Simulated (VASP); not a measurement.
Wanted: the native input for a VASP 6.6.1 run.

```yaml
Task: single point
Functional: PBE
Potentials_or_basis: VASP PAW PBE potentials, release 64 (Zn, S)
Cutoff: 520 eV
k_mesh: 8 × 8 × 6
Occupations: gaussian, width 0.02 eV
Spin: no spin polarisation
Dipole_correction: no
Further_INCAR_settings: ALGO = Normal; EDIFF = 1e-06; NBANDS = 26
```

The structure of ZnS lies in POSCAR:

```
ZnS
1.0
    2.6939428673      2.6939428673      0.0000000000
   -2.7279572975      2.7279572975      0.0000000000
    0.0000000000      0.0000000000      5.4559145950
Zn S
2 2
Direct
    0.0000000000      0.0000000000      0.0000000000
    0.5000000000      0.5000000000      0.5000000000
    0.5000000000      0.0000000000      0.7500000000
    0.0000000000      0.5000000000      0.2500000000
```

This cell differs from its parent crystal: uniaxial strain along a: -1.0 %.

The input as run:

INCAR

```
ALGO     = Normal         # electronic algorithm
EDIFF    = 1E-6           # SCF threshold, eV
ENCUT    = 520            # plane-wave cutoff, eV
GGA      = PE             # functional
ISIF     = 2              # what is computed and relaxed
ISMEAR   = 0              # smearing method
LASPH    = T              # aspherical terms in the spheres
LCHARG   = F              # write CHGCAR
LREAL    = F              # projectors in reciprocal space
LWAVE    = F              # write WAVECAR
NBANDS   = 26             # bands
NELM     = 100            # most SCF steps
PREC     = Accurate       # precision mode
SIGMA    = 0.02           # smearing width, eV
```

KPOINTS

```
k-points
0
Gamma
  8 8 6
```

Potentials or basis: VASP PAW PBE potentials, release 64 (Zn, S).

The run is started by

```console
$ cat potpaw_PBE.64/Zn/POTCAR potpaw_PBE.64/S/POTCAR > POTCAR
$ mpirun -np 1 vasp_std > vasp.out
```

It gave:

```yaml
Pressure: 0.6 GPa
Largest_force: 0.065 eV/Å
Band_gap_on_the_k_mesh: 2.01 eV
```

Caveat: the cell differs from its parent crystal (uniaxial strain along a: -1.0 %).

Wall time 95 s on 1 thread of AMD EPYC 9R45 96-Core Processor (Zen 5), with other jobs on the host, peak memory 0.27 GiB.
